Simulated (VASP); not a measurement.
# Sn in VASP: single point with PBE

Aim: the single point of Sn with PBE.

Program: VASP 6.6.1. These are calculated values, not measurements. Logs are shortened: lines on timing, memory, paths and dates and some standing lists are left out, and cuts for length are marked.

## Step 1: The cell of the first run

The cell holds a slab with vacuum, 4 atoms: a = 4.706 Å, b = 4.706 Å, c = 20.992 Å, α = 90.00°, β = 90.00°, γ = 90.00°.

## Step 2: Single point, PBE

Input file INCAR:

```
PREC = Accurate
ENCUT = 520
EDIFF = 1E-7
ISMEAR = -1
SIGMA = 0.02
LREAL = F
LASPH = T
NELM = 100
ALGO = Normal
ISIF = 2
LWAVE = F
LCHARG = F
LDIPOL = T
IDIPOL = 3
DIPOL = 0.5 0.5 0.500
GGA = PE
NBANDS = 36
```

Input file KPOINTS:

```
regular mesh
0
Gamma
  7 7 1
```

Input file POSCAR:

```
Sn
1.0
    4.7064645943      0.0000000000      0.0000000000
    0.0000000000      4.7064645943      0.0000000000
    0.0000000000      0.0000000000     20.9920000000
Sn
4
Direct
    0.0000000000      0.2500000000      0.3807470336
    0.5000000000      0.2500000000      0.4590339911
    0.5000000000      0.7500000000      0.5409660077
    0.0000000000      0.7500000000      0.6192529676
```

Potentials or basis: VASP PAW PBE potentials, release 64 (Sn_d).

Launch:

```sh
$ cat potpaw_PBE.64/Sn_d/POTCAR > POTCAR
$ mpirun -np 1 vasp_std > vasp.out
```

OUTCAR:

```text
PREC = Accurate
   ENCUT = 520
   EDIFF = 1E-7
   ISMEAR = -1
   LREAL = F
   LASPH = T
   NELM = 100
   ISIF = 2
   GGA = PE

 ion  position               nearest neighbor table
   1  0.000  0.250  0.381-   2 2.87   2 2.87
   2  0.500  0.250  0.459-   1 2.87   1 2.87   3 2.91   3 2.91
   3  0.500  0.750  0.541-   4 2.87   4 2.87   2 2.91   2 2.91
   4  0.000  0.750  0.619-   3 2.87   3 2.87

  LATTYP: Found a simple tetragonal cell.
 ALAT       =     4.7064645943
 C/A-ratio  =     4.4602481500

  Lattice vectors:

 A1 = (   4.7064645943,   0.0000000000,   0.0000000000)
 A2 = (   0.0000000000,   4.7064645943,   0.0000000000)
 A3 = (   0.0000000000,   0.0000000000,  20.9920000000)

Analysis of symmetry for initial positions (statically):
=====================================================================
 Subroutine PRICEL returns:
 Original cell was already a primitive cell.

 Routine SETGRP: Setting up the symmetry group for a
 simple tetragonal supercell.

 Subroutine GETGRP returns: Found  8 space group operations
 (whereof  4 operations were pure point group operations)
 out of a pool of 16 trial point group operations.

The static configuration has the point symmetry C_2h.
 The point group associated with its full space group is D_2h.

Analysis of symmetry for dynamics (positions and initial velocities):
=====================================================================
 Subroutine PRICEL returns:
 Original cell was already a primitive cell.

 Routine SETGRP: Setting up the symmetry group for a
 simple tetragonal supercell.

 Subroutine GETGRP returns: Found  8 space group operations
 (whereof  4 operations were pure point group operations)
 out of a pool of 16 trial point group operations.

The dynamic configuration has the point symmetry C_2h.
 The point group associated with its full space group is D_2h.

 Subroutine INISYM returns: Found  8 space group operations
 (whereof  4 operations are pure point group operations),
 and found     1 'primitive' translations

----------------------------------------------------------------------------------------

                                     Primitive cell

  volume of cell :     464.9898

[... 84 lines left out ...]
   LREAL  =      F    real-space projection
   EDIFFG = 0.1E-05   stopping-criterion for IOM
   NSW    =      0    number of steps for IOM
   IBRION =     -1    ionic relax: 0-MD 1-quasi-New 2-CG
   NFREE  =      0    steps in history (QN), initial steepest desc. (CG)
   ISIF   =      2    stress and relaxation
   ISYM   =      2    0-nonsym 1-usesym 2-fastsym
   POTIM  = 0.5000    time-step for ionic-motion
   TEBEG  =    0.0;   TEEND  =   0.0 temperature during run
   PSTRESS=    0.0 pullay stress
   NELECT =      56.0000    total number of electrons
   NUPDOWN=      -1.0000    fix difference up-down
   EMIN   =  10.00;   EMAX   =-10.00  energy-range for DOS
   EFERMI =   0.00;   METHOD = LEGACY
   ISMEAR =    -1;   SIGMA  =   0.02  broadening in eV -4-tet -1-fermi 0-gaus
   EFERMI_NEDOS =   21; number of points for ismear=-14 and -15
   IALGO  =     38    algorithm
   IMIX   =      4    mixing-type and parameters
     AMIX     =   0.40;   BMIX     =  1.00
     AMIX_MAG =   1.60;   BMIX_MAG =  1.00
  volume/ion in A,a.u.               =     116.25       784.48
  Fermi-wavevector in a.u.,A,eV,Ry     =   0.808456  1.527760  8.892782  0.653601
  Thomas-Fermi vector in A             =   1.917265
   LORBIT       =      0    0 simple, 1 ext, 2 COOP (PROOUT), +10 PAW based schemes
   GGA     = PE    functional components
   LHFCALC =     F    Hartree Fock is set to
   AEXX    =    0.0000 exact exchange contribution
   IVDW    =     0    specifies the selected vdW correction
   LEPSILON=     F    determine dielectric tensor
   LRPA    =     F    only Hartree local field effects (RPA)
 non-spin polarized calculation
  energy-cutoff  :      520.00
  volume of cell :      464.99
 maximum number of plane-waves:     12583
   NGX = 17   NGY = 17   NGZ = 79

 dipolmoment           0.000000      0.000000     -0.000000 electrons x Angstroem

 number of electron      55.9999958 magnetization

 dipolmoment           0.000000      0.000000      0.000000 electrons x Angstroem

 Free energy of the ion-electron system (eV)
  ---------------------------------------------------
  ext. energy  EPLUGINS =         0.00000000
  ---------------------------------------------------
  free energy    TOTEN  =       -13.11412123 eV

  energy without entropy =      -13.10826092  energy(sigma->0) =      -13.11119108

 E-fermi :  -1.5804     XC(G=0):  -3.4907

 val. band max:       -1.5889848186   @ k =  -0.2857   0.4286   0.0000
 cond. band min:      -1.5120812264   @ k =   0.4286   0.4286   0.0000
 fundamental gap:      0.0769035922
 Fermi energy:        -1.5804391934

 k-point     1 :       0.0000    0.0000    0.0000
  band No.  band energies     occupation
      1     -22.8943      2.00000
      2     -22.8902      2.00000
      3     -22.8265      2.00000
      4     -22.8214      2.00000
      5     -22.8209      2.00000
      6     -22.8207      2.00000
[... 613 lines left out ...]
     35       3.4366      0.00000
     36       3.8166      0.00000

------------------------ aborting loop because EDIFF is reached ----------------------------------------

 vacuum level on the upper side and lower side of the slab       (xc-potential included)        -0.080        -0.080

  FORCE on cell =-STRESS in cart. coord.  units (eV):
  Direction    XX          YY          ZZ          XY          YZ          ZX
  --------------------------------------------------------------------------------------
  -------------------------------------------------------------------------------------
  Total       -0.3670139     -1.4641347     -0.0574568      0.0000000     -0.0000000      0.0000000
  in kB       -1.2645900     -5.0448495     -0.1979742      0.0000000     -0.0000000      0.0000000
  external PRESSURE =      -2.1691379 kB  Pullay stress =       0.0000000 kB

 VOLUME and BASIS-vectors are now :
 -----------------------------------------------------------------------------
  energy-cutoff  :      520.00
  volume of cell :      464.99
      direct lattice vectors                 reciprocal lattice vectors
     4.706464594  0.000000000  0.000000000     0.212473711  0.000000000  0.000000000
     0.000000000  4.706464594  0.000000000     0.000000000  0.212473711  0.000000000
     0.000000000  0.000000000 20.992000000     0.000000000  0.000000000  0.047637195

 POSITION                                       TOTAL-FORCE (eV/Angst)
 -----------------------------------------------------------------------------------
      0.00000      1.17662      7.99264         0.000000     -0.000000      0.002218
      2.35323      1.17662      9.63604        -0.000000      0.000000     -0.000763
      2.35323      3.52985     11.35596        -0.000000      0.000000      0.000763
      0.00000      3.52985     12.99936        -0.000000      0.000000     -0.002218
 -----------------------------------------------------------------------------------
    total drift:                                0.000000      0.000000      0.000026

  FREE ENERGIE OF THE ION-ELECTRON SYSTEM (eV)
  ---------------------------------------------------
  free  energy   TOTEN  =       -13.1141212329 eV

  energy  without entropy=      -13.1082609216  energy(sigma->0) =      -13.11119108

 vacuum level on the upper side and lower side of the slab         2.835         2.835
```

OSZICAR:

```text
N       E                     dE             d eps       ncg     rms          rms(c)
DAV:   1     0.407520930146E+03    0.40752E+03   -0.27410E+04  1432   0.143E+03
DAV:   2     0.257610645447E+02   -0.38176E+03   -0.37678E+03  1264   0.334E+02
DAV:   3    -0.117189803915E+02   -0.37480E+02   -0.37141E+02  1368   0.136E+02
DAV:   4    -0.133843649618E+02   -0.16654E+01   -0.16622E+01  1328   0.310E+01
[... 14 lines left out ...]
DAV:  19    -0.131141173314E+02   -0.52412E-05   -0.14394E-07   912   0.212E-03    0.298E-04
DAV:  20    -0.131141187215E+02   -0.13901E-05   -0.20156E-08   940   0.136E-03    0.134E-04
DAV:  21    -0.131141207831E+02   -0.20616E-05   -0.36512E-08   828   0.102E-03    0.934E-05
DAV:  22    -0.131141211402E+02   -0.35707E-06   -0.57244E-09   908   0.567E-04    0.457E-05
DAV:  23    -0.131141212329E+02   -0.92717E-07   -0.30248E-09   804   0.737E-04
   1 F= -.13114121E+02 E0= -.13111191E+02  d E =-.586031E-02
```

Wall time 5 min (1 thread of Intel Xeon Platinum 8488C (Sapphire Rapids), shared host); peak memory 0.54 GiB.

Results:

- Free energy: -13.1141 eV
- Band gap on the k mesh: zero (bands 28 and 29 overlap by 0.61 eV)

Forces on the atoms (eV/Å):
```
Sn   0.000  0.000  0.002
Sn   0.000  0.000 -0.001
Sn   0.000  0.000  0.001
Sn   0.000  0.000 -0.002
```

Caveat: spin-orbit coupling is left out, which moves the levels of the heavy elements.
